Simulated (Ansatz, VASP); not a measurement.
**One calculation of MoS2, two programs**

INCAR

```
SYSTEM = MoS2
PREC = Accurate ; ENCUT = 520
EDIFF = 1E-7 ; ISMEAR = 0
SIGMA = 0.05 ; LREAL = .False.
LASPH = .True. ; NELM = 100
ALGO = Normal ; ISIF = 2
LWAVE = .False. ; LCHARG = .False.
GGA = PS ; NBANDS = 35
```

KPOINTS

```
regular mesh
0
Gamma
  12 12 2
  0 0 0
```

File POSCAR:

```
MoS2
1.0
    3.1414322073      0.0000000000      0.0000000000
   -1.5707161036      2.6797516944      0.0000000000
    0.0000000000      0.0000000000     12.5788196111
Mo S
2 4
Direct
    0.3333333333      0.6666666667      0.2500000000
    0.6666666667      0.3333333333      0.7500000000
    0.3333333333      0.6666666667      0.6260538431
    0.6666666667      0.3333333333      0.1260538431
    0.3333333333      0.6666666667      0.8739461569
    0.6666666667      0.3333333333      0.3739461569
```

Input for Ansatz:

```yaml
crystal:
  lattice:
    - [3.1414322073, 0.0, 0.0]
    - [-1.5707161036, 2.6797516944, 0.0]
    - [0.0, 0.0, 12.5788196111]
  atoms:
    - { symbol: Mo, position: [0.3333333333, 0.6666666667, 0.25] }
    - { symbol: Mo, position: [0.6666666667, 0.3333333333, 0.75] }
    - { symbol: S, position: [0.3333333333, 0.6666666667, 0.6260538431] }
    - { symbol: S, position: [0.6666666667, 0.3333333333, 0.1260538431] }
    - { symbol: S, position: [0.3333333333, 0.6666666667, 0.8739461569] }
    - { symbol: S, position: [0.6666666667, 0.3333333333, 0.3739461569] }
basis:
  ecutwfc: 420
kpoints:
  mp_grid: { grid: [12, 12, 2] }
hamiltonian:
  xc: pbesol
scf:
  occupations: { method: gaussian, width: 0.05 }
output:
  forces: true
  stress: true
  eigenvalues: true
```

Change from the starting cell: strain -0.0150 x Voigt [0, 1, 0, 0, 0, 0], atoms carried along.

Alike in both runs: task single point; functional PBEsol; k mesh 12 × 12 × 2; occupations gaussian, width 0.05 eV; no spin polarisation.

|  | VASP | Ansatz |
| --- | --- | --- |
| version | VASP 6.6.1 | Ansatz 0.2.0 |
| potentials or method | VASP PAW PBE potentials, release 64 (Mo_sv, S), cutoff 520 eV | scalar-relativistic, plane waves, PAW |
| valence electrons in the cell | 52 | 52 |

```csv
,VASP,Ansatz,Ansatz less VASP
gap on the k mesh at the Fermi level (eV),1.02,1.00,-0.015
least direct gap on the mesh (eV),1.82,1.82,-0.005
pressure (GPa),2.3,2.3,+0.01
"traceless stress, the component that is largest in VASP (GPa)",1.87,1.85,-0.014
rms of the force components (eV/Å),0.089,0.089,0.0000
```

VASP's potentials were made for PBE, not for PBEsol. Atom by atom the forces differ by 0.000 eV/Å (rms over components).
